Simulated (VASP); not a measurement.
Wanted: the native input for a VASP 6.6.1 run.

| Item | Value |
| --- | --- |
| Task | single point |
| Functional | RPBE |
| Potentials or basis | VASP PAW PBE potentials, release 64 (Rh_pv) |
| Cutoff | 500 eV |
| k mesh | 8 × 8 × 8 |
| Occupations | gaussian, width 0.1 eV |
| Spin | no spin polarisation |
| Dipole correction | no |
| Further INCAR settings | ALGO = Normal; EDIFF = 1e-06; NBANDS = 14 |

The structure of Rh lies in POSCAR:

```
Rh
1.0
    0.0000000000      1.8978500000      1.8978500000
    1.8978500000      0.0000000000      1.8978500000
    1.8978500000      1.8978500000      0.0000000000
Rh
1
Direct
    0.0000000000      0.0000000000      0.0000000000
```

The input as run:

INCAR

```
SYSTEM = Rh
PREC     = Accurate       ! precision mode
ENCUT    = 500            ! plane-wave cutoff, eV
EDIFF    = 1E-6           ! SCF threshold, eV
ISMEAR   = 0              ! smearing method
SIGMA    = 0.1            ! smearing width, eV
LREAL    = .FALSE.        ! projectors in reciprocal space
LASPH    = .TRUE.         ! aspherical terms in the spheres
NELM     = 120            ! most SCF steps
ALGO     = Normal         ! electronic algorithm
ISIF     = 2              ! what is computed and relaxed
LWAVE    = .FALSE.        ! write WAVECAR
LCHARG   = .FALSE.        ! write CHGCAR
GGA      = RP             ! functional
NBANDS   = 14             ! bands
GGA_COMPAT= .FALSE.
```

KPOINTS

```
regular mesh
0
G
  8 8 8
  0 0 0
```

Potentials or basis: VASP PAW PBE potentials, release 64 (Rh_pv).

Launch:

```bash
$ cat potpaw_PBE.64/Rh_pv/POTCAR > POTCAR
$ mpirun -np 1 vasp_std > vasp.out
```

Results of the run:

The pressure is 13.2 GPa.

Caveat: the PAW data sets were made with another functional, which shifts forces and pressure a little.

Wall time 6.3 s on 1 thread of Intel Xeon 6975P-C (shared host), peak memory 0.13 GiB.
